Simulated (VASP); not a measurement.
# Zr2SiO4 in VASP: single point with PBE+D3(BJ)

Aim: the single point of Zr2SiO4 with PBE+D3(BJ).

Everything below comes from runs of VASP 6.6.1. Logs are shortened: lines on timing, memory, paths and dates and some standing lists are left out, and cuts for length are marked.

**1. The cell of the first run**

The cell holds a slab with vacuum, 7 atoms: a = 3.597 Å, b = 3.597 Å, c = 21.373 Å, α = 90.00°, β = 90.00°, γ = 120.00°.

**2. Single point, PBE+D3(BJ), collinear spin**

The input, INCAR:

```
  PREC = Accurate
  ENCUT = 520
  EDIFF = 1E-6
  ISMEAR = 0
  SIGMA = 0.05
  LREAL = F
  LASPH = T
  NELM = 200
  ALGO = Normal
  ISIF = 2
  LWAVE = F
  LCHARG = F
  ISPIN = 2
  MAGMOM = 0 0 0 0 0 0 2
  LORBIT = 11
  LMAXMIX = 4
  LDIPOL = T
  IDIPOL = 3
  DIPOL = 0.5 0.5 0.323
  GGA = PE
  IVDW = 12
  NBANDS = 39
  GGA_COMPAT = F
  NELMDL = -8
```

The input, KPOINTS:

```
regular mesh
0
Gamma
  9 9 1
```

The input, POSCAR:

```
Zr2SiO4
1.0
    3.5974414580      0.0000000000      0.0000000000
   -1.7987207290      3.1154756913      0.0000000000
    0.0000000000      0.0000000000     21.3728427344
O Zr Si
4 2 1
Direct
    0.0000000000      0.0000000000      0.1871533913
    0.3333333333      0.6666666667      0.2558690668
    0.6666666667      0.3333333333      0.3197992968
    0.0000000000      0.0000000000      0.3917514782
    0.6666666667      0.3333333333      0.2215112290
    0.3333333333      0.6666666667      0.3546358399
    0.1666666667      0.3333333333      0.5321165217
```

Potentials or basis: VASP PAW PBE potentials, release 64 (O, Zr_sv, Si).

Run with:

```bash
$ cat potpaw_PBE.64/O/POTCAR potpaw_PBE.64/Zr_sv/POTCAR potpaw_PBE.64/Si/POTCAR > POTCAR
$ mpirun -np 1 vasp_std > vasp.out
```

OUTCAR:

```text
PREC = Accurate
   ENCUT = 520
   EDIFF = 1E-6
   ISMEAR = 0
   LREAL = F
   LASPH = T
   NELM = 200
   ISIF = 2
   ISPIN = 2
   LORBIT = 11
   GGA = PE
   IVDW = 12
   NELMDL = -8
 IVDW          = 12

 ion  position               nearest neighbor table
   1  0.000  0.000  0.187-   5 2.20   5 2.20   5 2.20
   2  0.333  0.667  0.256-   6 2.11   5 2.20   5 2.20   5 2.20
   3  0.667  0.333  0.320-   5 2.10   6 2.21   6 2.21   6 2.21
   4  0.000  0.000  0.392-   6 2.22   6 2.22   6 2.22
   5  0.667  0.333  0.222-   3 2.10   1 2.20   1 2.20   1 2.20   2 2.20   2 2.20   2 2.20   6 3.52
                             6 3.52   6 3.52
   6  0.333  0.667  0.355-   2 2.11   3 2.21   3 2.21   3 2.21   4 2.22   4 2.22   4 2.22   5 3.52
                             5 3.52   5 3.52
   7  0.167  0.333  0.532-

  LATTYP: Found a hexagonal cell.
 ALAT       =     3.5974414580
 C/A-ratio  =     5.9411231521

  Lattice vectors:

 A1 = (   3.5974414580,   0.0000000000,   0.0000000000)
 A2 = (  -1.7987207290,   3.1154756913,   0.0000000000)
 A3 = (   0.0000000000,   0.0000000000,  21.3728427344)

Analysis of symmetry for initial positions (statically):
=====================================================================
 Subroutine PRICEL returns:
 Original cell was already a primitive cell.

 Routine SETGRP: Setting up the symmetry group for a
 hexagonal supercell.

 Subroutine GETGRP returns: Found  2 space group operations
 (whereof  2 operations were pure point group operations)
 out of a pool of 24 trial point group operations.

The static configuration has the point symmetry C_1h.

Analysis of symmetry for dynamics (positions and initial velocities):
=====================================================================
 Subroutine PRICEL returns:
 Original cell was already a primitive cell.

 Routine SETGRP: Setting up the symmetry group for a
 hexagonal supercell.

 Subroutine GETGRP returns: Found  2 space group operations
 (whereof  2 operations were pure point group operations)
 out of a pool of 24 trial point group operations.

The dynamic configuration has the point symmetry C_1h.

Analysis of structural, dynamic, and magnetic symmetry:
=====================================================================
 Subroutine PRICEL returns:
 Original cell was already a primitive cell.

 Routine SETGRP: Setting up the symmetry group for a
 hexagonal supercell.

 Subroutine GETGRP returns: Found  2 space group operations
 (whereof  2 operations were pure point group operations)
 out of a pool of 24 trial point group operations.

The overall configuration has the point symmetry C_1h.

 Subroutine INISYM returns: Found  2 space group operations
 (whereof  2 operations are pure point group operations),
 and found     1 'primitive' translations

----------------------------------------------------------------------------------------

                                     Primitive cell

  volume of cell :     239.5413

  direct lattice vectors                    reciprocal lattice vectors
     3.597441458  0.000000000  0.000000000     0.277975337  0.160489135  0.000000000
    -1.798720729  3.115475691  0.000000000     0.000000000  0.320978271  0.000000000
     0.000000000  0.000000000 21.372842734     0.000000000  0.000000000  0.046788348

  length of vectors
     3.597441458  3.597441458 21.372842734     0.320978271  0.320978271  0.046788348

  position of ions in fractional coordinates (direct lattice)
     0.000000000  0.000000000  0.187153391
     0.333333333  0.666666667  0.255869067
     0.666666667  0.333333333  0.319799297
     0.000000000  0.000000000  0.391751478
     0.666666667  0.333333333  0.221511229
     0.333333333  0.666666667  0.354635840
     0.166666667  0.333333333  0.532116522

  ion indices of the primitive-cell ions
   primitive index   ion index
                 1           1
                 2           2
                 3           3
                 4           4
                 5           5
                 6           6
                 7           7

----------------------------------------------------------------------------------------

 KPOINTS: regular mesh

Automatic generation of k-mesh.
 Grid dimensions read from file:
 generate k-points for:    9    9    1

 Generating k-lattice:

  Cartesian coordinates                     Fractional coordinates (reciprocal lattice)
     0.030886149  0.017832126  0.000000000     0.111111111  0.000000000  0.000000000
     0.000000000  0.035664252  0.000000000     0.000000000  0.111111111  0.000000000
     0.000000000  0.000000000  0.046788348     0.000000000  0.000000000  1.000000000

  Length of vectors
     0.035664252  0.035664252  0.046788348

  Shift w.r.t. Gamma in fractional coordinates (k-lattice)
     0.000000000  0.000000000  0.000000000

 Subroutine IBZKPT returns following result:
 ===========================================

 Found     25 irreducible k-points:

 Following reciprocal coordinates:
            Coordinates               Weight
  0.000000  0.000000  0.000000      1.000000
  0.111111 -0.000000  0.000000      4.000000
  0.000000  0.111111  0.000000      2.000000
  0.222222  0.000000  0.000000      4.000000
  0.000000  0.222222  0.000000      2.000000
  0.333333 -0.000000  0.000000      4.000000
[... 16 lines left out ...]
 -0.222222 -0.444444  0.000000      4.000000
  0.444444  0.333333  0.000000      4.000000
   k-points           NKPTS =     25   k-points in BZ     NKDIM =     25   number of bands    NBANDS=     39
   number of dos      NEDOS =    301   number of ions     NIONS =      7
   total plane-waves  NPLWV = 125440
   dimension x,y,z NGX =    28 NGY =   28 NGZ =  160
   dimension x,y,z NGXF=    56 NGYF=   56 NGZF=  320
   ions per type =               4   2   1
   NGX,Y,Z   is equivalent  to a cutoff of  12.94, 12.94, 12.45 a.u.
   NGXF,Y,Z  is equivalent  to a cutoff of  25.88, 25.88, 24.89 a.u.
 SYSTEM =  unknown system
   PREC   = accura    normal or accurate (medium, high low for compatibility)
   ISTART =      0    job   : 0-new  1-cont  2-samecut
   ICHARG =      2    charge: 1-file 2-atom 10-const
   ISPIN  =      2    spin polarized calculation?
   LNONCOLLINEAR =      F non collinear calculations
   LSORBIT =      F    spin-orbit coupling
   LASPH  =      T    aspherical Exc in radial PAW
   ENCUT  =  520.0 eV  38.22 Ry    6.18 a.u.   6.69  6.69 39.74*2*pi/ulx,y,z
   NELM   =    200;   NELMIN=  2; NELMDL= -8     # of ELM steps
   EDIFF  = 0.1E-05   stopping-criterion for ELM
   LREAL  =      F    real-space projection
   EDIFFG = 0.1E-04   stopping-criterion for IOM
   NSW    =      0    number of steps for IOM
   IBRION =     -1    ionic relax: 0-MD 1-quasi-New 2-CG
   NFREE  =      0    steps in history (QN), initial steepest desc. (CG)
   ISIF   =      2    stress and relaxation
   ISYM   =      2    0-nonsym 1-usesym 2-fastsym
   POTIM  = 0.5000    time-step for ionic-motion
   TEBEG  =    0.0;   TEEND  =   0.0 temperature during run
   PSTRESS=    0.0 pullay stress
   NELECT =      52.0000    total number of electrons
   NUPDOWN=      -1.0000    fix difference up-down
   EMIN   =  10.00;   EMAX   =-10.00  energy-range for DOS
   EFERMI =   0.00;   METHOD = LEGACY
   ISMEAR =     0;   SIGMA  =   0.05  broadening in eV -4-tet -1-fermi 0-gaus
   EFERMI_NEDOS =   21; number of points for ismear=-14 and -15
   IALGO  =     38    algorithm
   IMIX   =      4    mixing-type and parameters
     AMIX     =   0.40;   BMIX     =  1.00
     AMIX_MAG =   1.60;   BMIX_MAG =  1.00
  volume/ion in A,a.u.               =      34.22       230.93
  Fermi-wavevector in a.u.,A,eV,Ry     =   0.983896  1.859294 13.171135  0.968051
  Thomas-Fermi vector in A             =   2.115088
   LORBIT       =     11    0 simple, 1 ext, 2 COOP (PROOUT), +10 PAW based schemes
   GGA     = PE    functional components
   LHFCALC =     F    Hartree Fock is set to
   AEXX    =    0.0000 exact exchange contribution
   IVDW    =    12    specifies the selected vdW correction
   LEPSILON=     F    determine dielectric tensor
   LRPA    =     F    only Hartree local field effects (RPA)
 spin polarized calculation
 Gauss-broadening in eV      SIGMA  =   0.05
  energy-cutoff  :      520.00
  volume of cell :      239.54
 maximum number of plane-waves:      6511
   NGX = 13   NGY = 13   NGZ = 79

 dipolmoment           0.000000      0.000000     -0.002175 electrons x Angstroem

 number of electron      51.9999998 magnetization       0.0377800

 number of electron      51.9999998 magnetization      -0.0007756

 dipolmoment           0.000000      0.000000      0.046787 electrons x Angstroem

 Free energy of the ion-electron system (eV)
  ---------------------------------------------------
  ext. energy  EPLUGINS =         0.00000000
  ---------------------------------------------------
  free energy    TOTEN  =       -58.65600486 eV

  energy without entropy =      -58.65428570  energy(sigma->0) =      -58.65514528

 E-fermi :   0.5907     XC(G=0):  -5.1775

 val. band max:        0.5880693343   @ k =  -0.3333   0.2222   0.0000
 cond. band min:       0.6910935010   @ k =  -0.3333   0.2222   0.0000
 fundamental gap:      0.1030241667
 Fermi energy:         0.5906746072

 spin component 1

 k-point     1 :       0.0000    0.0000    0.0000
  band No.  band energies     occupation
      1     -50.0095      1.00000
      2     -49.9620      1.00000
      3     -28.4502      1.00000
      4     -28.0000      1.00000
      5     -27.8373      1.00000
      6     -27.8357      1.00000
[... 30 lines left out ...]
     37       5.5394      0.00000
     38       5.8544      0.00000
[... 941 lines left out ...]
     37       5.1190      0.00000
     38       5.4859      0.00000

 [... further k-points ...]

 spin component 2

 k-point     1 :       0.0000    0.0000    0.0000
  band No.  band energies     occupation
      1     -50.0096      1.00000
      2     -49.9620      1.00000
      3     -28.4502      1.00000
      4     -28.0000      1.00000
      5     -27.8373      1.00000
      6     -27.8357      1.00000
[... 30 lines left out ...]
     37       5.5318      0.00000
     38       5.8285      0.00000
[... 941 lines left out ...]
     37       5.1190      0.00000
     38       5.4858      0.00000

 [... further k-points ...]

 [bands above 38 left out]

------------------------ aborting loop because EDIFF is reached ----------------------------------------

 vacuum level on the upper side and lower side of the slab       (xc-potential included)         0.132        -0.545

 Edisp (eV)   -1.39079

 E8    (eV) :    -0.6091

  FORCE on cell =-STRESS in cart. coord.  units (eV):
  Direction    XX          YY          ZZ          XY          YZ          ZX
  --------------------------------------------------------------------------------------
  -------------------------------------------------------------------------------------
  Total      -8.87932    -8.91655    -0.11399     0.00000    -0.28152     0.00000
  in kB     -59.38952   -59.63855    -0.76241     0.00000    -1.88295     0.00000
  external pressure =      -39.93 kB  Pullay stress =        0.00 kB

 VOLUME and BASIS-vectors are now :
 -----------------------------------------------------------------------------
  energy-cutoff  :      520.00
  volume of cell :      239.54
      direct lattice vectors                 reciprocal lattice vectors
     3.597441458  0.000000000  0.000000000     0.277975337  0.160489135  0.000000000
    -1.798720729  3.115475691  0.000000000     0.000000000  0.320978271  0.000000000
     0.000000000  0.000000000 21.372842734     0.000000000  0.000000000  0.046788348

 POSITION                                       TOTAL-FORCE (eV/Angst)
 -----------------------------------------------------------------------------------
      0.00000      0.00000      4.00000         0.000000     -0.000805     -0.592663
     -0.00000      2.07698      5.46865         0.000000     -0.000914      0.242031
      1.79872      1.03849      6.83502         0.000000      0.011225      0.031910
      0.00000      0.00000      8.37284        -0.000000      0.052101     -0.033870
      1.79872      1.03849      4.73432         0.000000      0.000633      0.260386
     -0.00000      2.07698      7.57958         0.000000      0.021419      0.305985
      0.00000      1.03849     11.37284        -0.000000     -0.083659     -0.213778
 -----------------------------------------------------------------------------------
    total drift:                               -0.000000      0.000046      0.000339

  FREE ENERGIE OF THE ION-ELECTRON SYSTEM (eV)
  ---------------------------------------------------
  free  energy   TOTEN  =       -60.0467955783 eV

  energy  without entropy=      -60.0450764213  energy(sigma->0) =      -60.04593600

 vacuum level on the upper side and lower side of the slab         4.920         4.238

 total charge

# of ion       s       p       d       tot
------------------------------------------
    1        1.560   3.459   0.000   5.019
    2        1.567   3.548   0.000   5.115
    3        1.567   3.546   0.000   5.113
    4        1.563   3.437   0.000   5.000
    5        2.169   6.038   1.324   9.531
    6        2.167   6.035   1.305   9.507
    7        0.951   0.493   0.000   1.444
--------------------------------------------------
tot         11.544  26.557   2.629  40.729

 magnetization (x)

# of ion       s       p       d       tot
------------------------------------------
    1        0.000   0.000   0.000   0.000
    2       -0.000   0.000   0.000   0.000
    3        0.000  -0.000   0.000  -0.000
    4       -0.000  -0.000   0.000  -0.000
    5        0.000  -0.000  -0.000  -0.000
    6        0.000  -0.000  -0.000  -0.000
    7       -0.000  -0.000   0.000  -0.000
--------------------------------------------------
tot         -0.000  -0.000  -0.000  -0.000
```

Wall time 19 min (1 thread of Intel Xeon 6975P-C (Granite Rapids), shared host); peak memory 0.66 GiB.

What came out:

```yaml
Free_energy: -60.0468 eV
Largest_force: 0.593 eV/Å
Band_gap_on_the_k_mesh: zero (filled and empty bands overlap)
Net_moment: 0.00 μB per cell
Valence_electrons_inside_the_program's_atomic_spheres: O 5.02, 5.12, 5.11, 5.00; Zr 9.53, 9.51; Si 1.44
Dispersion_energy_per_atom: -0.199 eV
```

Forces in eV/Å, atoms in the order of the input:
```
O    0.000 -0.001 -0.593
O    0.000 -0.001  0.242
O    0.000  0.011  0.032
O    0.000  0.052 -0.034
Zr   0.000  0.001  0.260
Zr   0.000  0.021  0.306
Si   0.000 -0.084 -0.214
```

Levels at points of the mesh, in eV from the Fermi level:
Spin up:
```csv
k point,band 23,band 24,band 25,band 26,band 27,band 28,band 29,band 30
"(0.00, 0.00, 0.00)",-3.50,-3.07,-3.07,-0.73,1.15,1.15,1.55,1.55
```
Spin down:
```
           k point  band 23  band 24  band 25  band 26  band 27  band 28  band 29  band 30
(0.00, 0.00, 0.00)    -3.50    -3.07    -3.07    -0.74     1.15     1.15     1.55     1.55
```
